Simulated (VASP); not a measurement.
Wanted: the native input for a VASP 6.6.1 run.

```yaml
Task: relaxation of cell and atoms
Functional: PBEsol
Dispersion: D4
Potentials_or_basis: VASP PAW PBE potentials, release 64 (Sr_sv, O)
Cutoff: 600 eV
k_mesh: 9 × 9 × 9
Occupations: fermi-dirac, width 0.05 eV
Spin: no spin polarisation
Dipole_correction: no
Further_INCAR_settings: ALGO = Normal; EDIFF = 1e-06; IBRION = 2; EDIFFG = -0.005; NSW = 80; ISIF = 3
```

The structure of SrO lies in POSCAR:

```
SrO
1.0
    0.0000000000      2.5663000000      2.5663000000
    2.5663000000      0.0000000000      2.5663000000
    2.5663000000      2.5663000000      0.0000000000
Sr O
1 1
Direct
    0.5000000000      0.5000000000      0.5000000000
    0.0000000000      0.0000000000      0.0000000000
```

These files were run (other wordings do the same):

INCAR

```
SYSTEM = SrO
  PREC = Accurate
  ENCUT = 600
  EDIFF = 1E-6
  ISMEAR = -1
  SIGMA = 0.05
  LREAL = .FALSE.
  LASPH = .TRUE.
  NELM = 80
  ALGO = Normal
  ISIF = 3
  LWAVE = .FALSE.
  LCHARG = .FALSE.
  GGA = PS
  IVDW = 13
  IBRION = 2
  NSW = 80
  EDIFFG = -0.005
```

KPOINTS

```
regular mesh
0
G
  9 9 9
  0 0 0
```

Potentials or basis: VASP PAW PBE potentials, release 64 (Sr_sv, O).

Command:

```bash
$ cat potpaw_PBE.64/Sr_sv/POTCAR potpaw_PBE.64/O/POTCAR > POTCAR
$ mpirun -np 1 vasp_std > vasp.out
```

It gave:

The relaxed volume is 16.72 Å³/atom and the relaxed cell is a = 3.616 Å, b = 3.616 Å, c = 3.616 Å, α = 60.00°, β = 60.00°, γ = 60.00°. The space group after relaxing (to 0.05 Å) is Fm-3m (No. 225), the energy gained by relaxing is 0.6 meV/atom and the ionic steps are 3. The pressure after relaxing is 0.0 GPa and the band gap on the k mesh is 3.20 eV, indirect (least direct gap 3.29 eV). The dispersion energy per atom is -0.102 eV.

Caveat: the PAW data sets were made with another functional, which shifts forces and pressure a little.

Wall time 44 s on 1 thread of Intel Xeon 6975P-C (shared host), peak memory 0.18 GiB.
